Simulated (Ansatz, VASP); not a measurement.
TaN: VASP beside Ansatz

```
Ta N
1.0
     2.93800    0.00000    0.00000
    -1.46900    2.58255    0.00000
     0.00000    0.00000    2.88300
Ta N
1 1
Direct
  0.33333 0.66667 0.50000
  0.00000 0.00000 0.00000
```

Change from the starting cell: strain +0.0150 x Voigt [0, 1, 0, 0, 0, 0], atoms carried along.

Alike in both runs: task single point; functional PBEsol; k mesh 18 × 18 × 16; occupations gaussian, width 0.15 eV; no spin polarisation.

```csv
,VASP,Ansatz
version,VASP 6.6.1,Ansatz 0.2.0
potentials or method,"VASP PAW PBE potentials, release 64 (Ta_pv, N), cutoff 520 eV","scalar-relativistic, plane waves, PAW"
valence electrons in the cell,16,18
```

|  | VASP | Ansatz | Ansatz less VASP |
| --- | --- | --- | --- |
| gap on the k mesh at the Fermi level (eV) | none | none | - |
| pressure (GPa) | -8.8 | -9.6 | -0.72 |
| traceless stress, the component that is largest in VASP (GPa) | -4.50 | -4.43 | +0.070 |
| rms of the force components (eV/Å) | 0.010 | 0.009 | -0.0011 |

VASP's potentials were made for PBE, not for PBEsol. Atom by atom the forces differ by 0.001 eV/Å (rms over components). A gap of «none» marks a metal or a gap that the smearing closes. VASP's potentials hold 16 valence electrons a cell and Ansatz's 18, so a difference there can come from the potentials and not from the codes.

Neither program's run includes spin-orbit coupling.
